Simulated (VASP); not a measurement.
# Ni (I4/mmm) in VASP: notebook, part 2 of 2

VASP 6.6.1. Earlier steps stand in the parts before.

## Step 4: Single point, PBE, collinear spin, ferromagnetic start (strain -0.080 along x and y, +0.000 along z)

INCAR reads:

```
PREC = Accurate
ENCUT = 590
EDIFF = 1E-6
ISMEAR = 0
SIGMA = 0.15
LREAL = False
LASPH = True
NELM = 200
ALGO = Normal
ISIF = 2
LWAVE = False
LCHARG = True
ISPIN = 2
MAGMOM = 0.59
LORBIT = 11
LMAXMIX = 4
GGA = PE
LELF = True
LVHAR = True
NBANDS = 19
GGA_COMPAT = False
```

KPOINTS reads:

```
Automatic mesh
0
Gamma
  24 24 24
```

POSCAR reads:

```
Ni
1.0
   -1.2730182324      1.2730182324      1.3837154700
    1.2730182324     -1.2730182324      1.3837154700
    1.2730182324      1.2730182324     -1.3837154700
Ni
1
Direct
    0.0000000000      0.0000000000      0.0000000000
```

Potentials or basis: VASP PAW PBE potentials, release 64 (Ni_sv_GW).

Launch:

```bash
> cat potpaw_PBE.64/Ni_sv_GW/POTCAR > POTCAR
> mpirun -np 1 vasp_std > vasp.out
```

OUTCAR:

```text
PREC = Accurate
   ENCUT = 590
   EDIFF = 1E-6
   ISMEAR = 0
   LREAL = False
   LASPH = True
   NELM = 200
   ISIF = 2
   ISPIN = 2
   LORBIT = 11
   GGA = PE

 ion  position               nearest neighbor table
   1  0.000  0.000  0.000-

  LATTYP: Found a body centered tetragonal cell.
 ALAT       =     2.5460364648
 C/A-ratio  =     1.0869565217

  Lattice vectors:

 A1 = (  -1.2730182324,   1.2730182324,   1.3837154700)
 A2 = (   1.2730182324,  -1.2730182324,   1.3837154700)
 A3 = (   1.2730182324,   1.2730182324,  -1.3837154700)

Analysis of symmetry for initial positions (statically):
=====================================================================
 Subroutine PRICEL returns:
 Original cell was already a primitive cell.

 Routine SETGRP: Setting up the symmetry group for a
 body centered tetragonal supercell.

 Subroutine GETGRP returns: Found 16 space group operations
 (whereof 16 operations were pure point group operations)
 out of a pool of 16 trial point group operations.

The static configuration has the point symmetry D_4h.

Analysis of symmetry for dynamics (positions and initial velocities):
=====================================================================
 Subroutine PRICEL returns:
 Original cell was already a primitive cell.
[... 185 lines left out ...]
      6       7.4930      1.00000
[... 517 lines left out ...]
     18      56.7961      0.00000
     19      63.9137      0.00000

 [... further k-points ...]

 spin component 2

 k-point     1 :       0.0000    0.0000    0.0000
  band No.  band energies     occupation
      1     -92.8548      1.00000
      2     -53.0086      1.00000
      3     -53.0086      1.00000
      4     -52.9953      1.00000
      5      -0.0223      1.00000
      6       7.8801      1.00000
[... 517 lines left out ...]
     18      56.8629      0.00000
     19      64.0024      0.00000

 [... further k-points ...]
[... 5 lines left out ...]
  --------------------------------------------------------------------------------------
  -------------------------------------------------------------------------------------
  Total        3.1262281      3.1262281      3.5093723      0.0000000     -0.0000000      0.0000000
  in kB      558.4125929    558.4125929    626.8505265      0.0000000     -0.0000000      0.0000000
  external PRESSURE =     581.2252375 kB  Pullay stress =       0.0000000 kB

 VOLUME and BASIS-vectors are now :
 -----------------------------------------------------------------------------
  energy-cutoff  :      590.00
  volume of cell :        8.97
      direct lattice vectors                 reciprocal lattice vectors
    -1.273018232  1.273018232  1.383715470     0.000000000  0.392767352  0.361345964
     1.273018232 -1.273018232  1.383715470     0.392767352  0.000000000  0.361345964
     1.273018232  1.273018232 -1.383715470     0.392767352  0.392767352  0.000000000

 POSITION                                       TOTAL-FORCE (eV/Angst)
 -----------------------------------------------------------------------------------
      0.00000      0.00000      0.00000         0.000000     -0.000000      0.000000
 -----------------------------------------------------------------------------------
    total drift:                                0.000000      0.000000      0.000000

  FREE ENERGIE OF THE ION-ELECTRON SYSTEM (eV)
  ---------------------------------------------------
  free  energy   TOTEN  =        -6.0080200965 eV

  energy  without entropy=       -5.9905785715  energy(sigma->0) =       -5.99929933

 total charge

# of ion       s       p       d       f       tot
--------------------------------------------------
    1        2.280   6.419   7.875   0.010  16.584

 magnetization (x)

# of ion       s       p       d       f       tot
--------------------------------------------------
    1       -0.000  -0.006   0.322  -0.000   0.316
```

OSZICAR:

```text
N       E                     dE             d eps       ncg     rms          rms(c)
DAV:   1     0.167148211215E+03    0.16715E+03   -0.88621E+03117254   0.352E+03
DAV:   2    -0.209408434559E+01   -0.16924E+03   -0.15897E+03125226   0.807E+02
DAV:   3    -0.803982304035E+01   -0.59457E+01   -0.58925E+01126598   0.189E+02
DAV:   4    -0.809963638388E+01   -0.59813E-01   -0.59793E-01126092   0.109E+01
DAV:   5    -0.810037835307E+01   -0.74197E-03   -0.74192E-03115967   0.885E-01    0.133E+01
DAV:   6    -0.669945962956E+01    0.14009E+01   -0.64882E+00 93195   0.242E+02    0.644E+00
DAV:   7    -0.606869592455E+01    0.63076E+00   -0.19322E+00 93907   0.111E+02    0.269E+00
DAV:   8    -0.600957368094E+01    0.59122E-01   -0.53829E-02146509   0.143E+01    0.387E-01
DAV:   9    -0.600792243219E+01    0.16512E-02   -0.33086E-03121019   0.480E+00    0.923E-02
DAV:  10    -0.600797312748E+01   -0.50695E-04   -0.10415E-04122637   0.564E-01    0.442E-02
DAV:  11    -0.600801912116E+01   -0.45994E-04   -0.16977E-05125703   0.255E-01    0.647E-03
DAV:  12    -0.600802009648E+01   -0.97532E-06   -0.36360E-07 56915   0.362E-02
   1 F= -.60080201E+01 E0= -.59992993E+01  d E =-.174415E-01  mag=     0.3037
```

Wall time 5.3 min (1 thread of Intel Xeon Platinum 8488C (Sapphire Rapids), shared host); peak memory 0.46 GiB.

Results:

- Free energy: -6.0080 eV
- Pressure: 58.1 GPa
- Net moment: 0.30 μB per cell
- Site moments: Ni +0.32 μB
- Valence electrons inside the program's atomic spheres: Ni 16.58

Levels at points of the mesh, in eV from the Fermi level:
Spin up:
```csv
k point,band 5,band 6,band 7,band 8,band 9,band 10,band 11,band 12,band 13,band 14
"(0.00, 0.00, 0.00)",-10.38,-2.86,-2.86,-2.33,-1.26,-0.67,26.84,28.81,28.81,33.84
"(0.50, 0.00, 0.00)",-5.79,-3.72,-1.33,-0.61,-0.27,0.27,7.86,21.41,24.13,27.29
"(0.50, 0.50, 0.00)",-5.78,-4.40,-0.59,-0.52,0.36,0.54,8.87,19.44,21.14,25.17
"(0.50, 0.50, 0.50)",-5.51,-5.33,-0.06,0.06,0.06,8.63,12.30,12.30,16.35,18.64
```
Spin down:
```tsv
k point	band 6	band 7	band 8	band 9	band 10	band 11	band 12	band 13
(0.00, 0.00, 0.00)	-2.47	-2.47	-1.97	-0.97	-0.43	26.80	28.77	28.77
(0.50, 0.00, 0.00)	-3.39	-1.05	-0.32	-0.28	0.70	8.08	21.37	24.20
(0.50, 0.50, 0.00)	-4.06	-0.30	-0.22	0.53	0.82	9.06	19.42	21.19
(0.50, 0.50, 0.50)	-5.14	0.34	0.51	0.51	8.65	12.33	12.33	16.43
```

Caveat: the cell differs from its parent crystal (strain -0.080 along x and y, +0.000 along z); the cell stands under pressure.

## Step 5: The runs side by side

| cell | gap on the mesh (eV) | pressure (GPa) | moment (μB) |
| --- | --- | --- | --- |
| a = 2.335 Å, angles 107.3, 107.3, 113.9°, 1 atom | none | 25.7 | 0.50 |
| a = 2.340 Å, angles 114.1, 114.1, 100.6°, 1 atom | none | 27.9 | 0.55 |
| a = 2.271 Å, angles 111.8, 111.8, 104.9°, 1 atom | none | 58.1 | 0.30 |

Alike in all rows: task single point; level PBE; potentials or basis VASP PAW PBE potentials, release 64 (Ni_sv_GW); spin collinear, ferromagnetic start; k mesh 24 × 24 × 24; cutoff (eV) 590; smearing gaussian 0.15 eV.

Caveats: the cell stands under pressure.

Absolute energies hang on the potentials; compare differences alone.
